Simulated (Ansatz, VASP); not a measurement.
## ZnSe in VASP and in Ansatz

File INCAR:

```
SYSTEM = ZnSe
PREC = Accurate
ENCUT = 520
EDIFF = 1E-6
ISMEAR = 0
SIGMA = 0.05
LREAL = .False.
LASPH = .True.
NELM = 60
ALGO = Normal
ISIF = 2
LWAVE = .False.
LCHARG = .False.
GGA = PE
NBANDS = 16
```

The input KPOINTS:

```
regular mesh
0
Gamma
  10 10 10
  0 0 0
```

Contents of POSCAR:

```
ZnSe
1.0
    0.0000000000      2.8139608871      2.8139608871
    2.8139608871      0.0000000000      2.8139608871
    2.8139608871      2.8139608871      0.0000000000
Zn Se
1 1
Direct
    0.0000000000      0.0000000000      0.0000000000
    0.7500000000      0.7500000000      0.7500000000
```

Input for Ansatz:

```yaml
crystal:
  lattice:
    - [0.0, 2.8139608871, 2.8139608871]
    - [2.8139608871, 0.0, 2.8139608871]
    - [2.8139608871, 2.8139608871, 0.0]
  atoms:
    - { symbol: Zn, position: [0.0, 0.0, 0.0] }
    - { symbol: Se, position: [0.75, 0.75, 0.75] }
basis:
  ecutwfc: 520.0
kpoints:
  mp_grid: { grid: [10, 10, 10] }
hamiltonian:
  xc: pbe
  pseudopotentials: { kind: paw, azcp: { folder: soft_1 } }
scf:
  occupations: { method: gaussian, width: 0.05 }
output:
  forces: true
  stress: true
  eigenvalues: true
```

Alike in both runs: task single point; functional PBE; k mesh 10 × 10 × 10; occupations gaussian, width 0.05 eV; no spin polarisation.

|  | VASP | Ansatz |
| --- | --- | --- |
| version | VASP 6.6.1 | Ansatz 0.2.0 |
| potentials or method | VASP PAW PBE potentials, release 64 (Zn, Se), cutoff 520 eV | scalar-relativistic, plane waves, PAW |
| valence electrons in the cell | 18 | 28 |

|  | VASP | Ansatz | Ansatz less VASP |
| --- | --- | --- | --- |
| gap on the k mesh at the Fermi level (eV) | 1.38 | 1.37 | -0.005 |
| least direct gap on the mesh (eV) | 1.38 | 1.37 | -0.005 |
| pressure (GPa) | 3.8 | 3.6 | -0.25 |

The functional is the same, so the differences come from potentials, cutoffs and numerics. VASP's potentials hold 18 valence electrons a cell and Ansatz's 28, so a difference there can come from the potentials and not from the codes.
